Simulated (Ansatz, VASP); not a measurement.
**V3Si: VASP beside Ansatz**

Contents of INCAR:

```
SYSTEM = V3Si
  PREC = Accurate
  ENCUT = 500
  EDIFF = 1E-6
  ISMEAR = -1
  SIGMA = 0.1
  LREAL = .FALSE.
  LASPH = .TRUE.
  NELM = 200
  ALGO = Normal
  ISIF = 2
  LWAVE = .FALSE.
  LCHARG = .FALSE.
  ISPIN = 2
  MAGMOM = 0 0 2 2 -2 2 -2 2
  LORBIT = 11
  LMAXMIX = 4
  GGA = PE
  NBANDS = 57
  GGA_COMPAT = .FALSE.
```

File KPOINTS:

```
Automatic mesh
0
G
  5 5 5
  0 0 0
```

Contents of POSCAR:

```
V3Si
1.0
    4.7060000000      0.0000000000      0.0000000000
    0.0000000000      4.7060000000      0.0000000000
    0.0000000000      0.0000000000      4.7060000000
Si V
2 6
Direct
    0.0000000000      0.0000000000      0.0000000000
    0.5000000000      0.5000000000      0.5000000000
    0.2500000000      0.0000000000      0.5000000000
    0.5000000000      0.7500000000      0.0000000000
    0.7500000000      0.0000000000      0.5000000000
    0.5000000000      0.2500000000      0.0000000000
    0.0000000000      0.5000000000      0.7500000000
    0.0000000000      0.5000000000      0.2500000000
```

Input for Ansatz:

```yaml
crystal:
  lattice:
    - [4.706, 0.0, 0.0]
    - [0.0, 4.706, 0.0]
    - [0.0, 0.0, 4.706]
  atoms:
    - { symbol: Si, position: [0.0, 0.0, 0.0] }
    - { symbol: Si, position: [0.5, 0.5, 0.5] }
    - { symbol: V, position: [0.25, 0.0, 0.5], spin: 2.0 }
    - { symbol: V, position: [0.5, 0.75, 0.0], spin: 2.0 }
    - { symbol: V, position: [0.75, 0.0, 0.5], spin: -2.0 }
    - { symbol: V, position: [0.5, 0.25, 0.0], spin: 2.0 }
    - { symbol: V, position: [0.0, 0.5, 0.75], spin: -2.0 }
    - { symbol: V, position: [0.0, 0.5, 0.25], spin: 2.0 }
magnetization:
  spin_polarized: true
hamiltonian:
  xc: pbe
  pseudopotentials: { kind: paw }
basis:
  ecutwfc: 420
kpoints:
  mp_grid: { grid: [5, 5, 5] }
scf:
  occupations: { method: fermi_dirac, width: 0.1 }
  lower_state_search: "off"
output:
  forces: true
  stress: true
```

Alike in both runs: task single point; functional PBE; k mesh 5 × 5 × 5; occupations fermi-dirac, width 0.1 eV; collinear spin.

|  | VASP | Ansatz |
| --- | --- | --- |
| version | VASP 6.6.1 | Ansatz 0.2.0 |
| potentials or method | VASP PAW PBE potentials, release 64 (Si, V_sv), cutoff 500 eV | PAW, plane waves, scalar-relativistic |
| valence electrons in the cell | 86 | 86 |

|  | VASP | Ansatz | Ansatz less VASP |
| --- | --- | --- | --- |
| pressure (GPa) | -0.2 | -0.4 | -0.14 |
| net moment per atom (μB) | 0.00 | 0.00 | 0.000 |

With one functional, cell and mesh, what is left measures potentials, basis and numerics. Ansatz's warnings: seeded moment not kept.
